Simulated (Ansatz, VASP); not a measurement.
**WSe2: VASP beside Ansatz**

The input INCAR:

```
SYSTEM = WSe2
  PREC = Accurate
  ENCUT = 600
  EDIFF = 1E-7
  ISMEAR = -1
  SIGMA = 0.02
  LREAL = .False.
  LASPH = .True.
  NELM = 100
  ALGO = Normal
  ISIF = 3
  LWAVE = .False.
  LCHARG = .False.
  IBRION = 2
  NSW = 80
  EDIFFG = -0.01
```

The input KPOINTS:

```
Automatic mesh
0
Gamma
  12 12 2
  0 0 0
```

The input POSCAR:

```
WSe2
1.0
    3.2900000000      0.0000000000      0.0000000000
   -1.6450000000      2.8492235800      0.0000000000
    0.0000000000      0.0000000000     12.9700000000
W Se
2 4
Direct
    0.3333333300      0.6666666700      0.2500000000
    0.6666666700      0.3333333300      0.7500000000
    0.3333333300      0.6666666700      0.6210000000
    0.6666666700      0.3333333300      0.1210000000
    0.3333333300      0.6666666700      0.8790000000
    0.6666666700      0.3333333300      0.3790000000
```

Input for Ansatz:

```yaml
crystal:
  lattice:
    - [3.29, 0.0, 0.0]
    - [-1.645, 2.84922358, 0.0]
    - [0.0, 0.0, 12.97]
  atoms:
    - { symbol: W, position: [0.33333333, 0.66666667, 0.25] }
    - { symbol: W, position: [0.66666667, 0.33333333, 0.75] }
    - { symbol: Se, position: [0.33333333, 0.66666667, 0.621] }
    - { symbol: Se, position: [0.66666667, 0.33333333, 0.121] }
    - { symbol: Se, position: [0.33333333, 0.66666667, 0.879] }
    - { symbol: Se, position: [0.66666667, 0.33333333, 0.379] }
  symmetry: { tolerance: 0.0003 }
hamiltonian:
  xc: lda
  pseudopotentials: { kind: paw, azcp: { folder: soft_1 } }
basis:
  ecutwfc: 420
magnetization:
  spin_polarized: false
scf:
  occupations: { method: fermi_dirac, width: 0.02 }
kpoints:
  mp_grid: { grid: [12, 12, 2], shift: [0, 0, 0] }
output:
  forces: true
  stress: true
  eigenvalues: true
relax:
  max_steps: 60
  cell: {}
```

Alike in both runs: task relaxation of cell and atoms; functional LDA; k mesh 12 × 12 × 2; occupations fermi-dirac, width 0.02 eV; no spin polarisation.

|  | VASP | Ansatz |
| --- | --- | --- |
| version | VASP 6.6.1 | Ansatz 0.2.0 |
| potentials or method | VASP PAW LDA potentials, release 64 (W_sv, Se), cutoff 600 eV | PAW plane waves |
| valence electrons in the cell | 52 | 92 |

Ansatz gave:

* gap on the k mesh at the Fermi level, each at its own relaxed structure (eV): 0.89
* relaxed volume (Å³/atom): 19.55
* relaxed cell length with the largest relative difference (Å): 3.250

Q: Estimate VASP's values.

A: gap on the k mesh at the Fermi level, each at its own relaxed structure (eV): 0.87; relaxed volume (Å³/atom): 19.63; relaxed cell length with the largest relative difference (Å): 3.256.

Ansatz warns that its potentials were made for another functional, while VASP's fit it. LDA's correlation is that of Perdew and Zunger in VASP and of Perdew and Wang (1992) in Ansatz. VASP's potentials hold 52 valence electrons a cell and Ansatz's 92, so a difference there can come from the potentials and not from the codes.

Neither program's run includes spin-orbit coupling.
